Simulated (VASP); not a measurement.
Here is a VASP 6.6.1 calculation.

INCAR

```
SYSTEM = AlN
  ALGO = Normal
  EDIFF = 1E-6
  ENCUT = 600
  GGA = PE
  GGA_COMPAT = .False.
  ISIF = 2
  ISMEAR = 0
  LASPH = .True.
  LCHARG = .True.
  LELF = .True.
  LREAL = .False.
  LVHAR = .True.
  LWAVE = .False.
  NBANDS = 11
  NELM = 120
  PREC = Accurate
  SIGMA = 0.02
```

KPOINTS

```
k-points
0
Gamma
  10 10 10
  0 0 0
```

Contents of POSCAR:

```
AlN
1.0
    0.0000000000      2.2015870953      2.2015870953
    2.2015870953      0.0000000000      2.2015870953
    2.2015870953      2.2015870953      0.0000000000
Al N
1 1
Direct
    0.0000000000      0.0000000000      0.0000000000
    0.2500000000      0.2500000000      0.2500000000
```

Potentials or basis: VASP PAW PBE potentials, release 64 (Al, N).

The run is started by

```bash
$ cat potpaw_PBE.64/Al/POTCAR potpaw_PBE.64/N/POTCAR > POTCAR
$ mpirun -np 1 vasp_std > vasp.out
```

Estimate the band gap on the k mesh.

3.31 eV, indirect (least direct gap 3.98 eV).

What does it give for the pressure?

-0.4 GPa.

A k mesh can miss the band edges. PBE gaps usually lie below the measured ones, often by a third to a half.
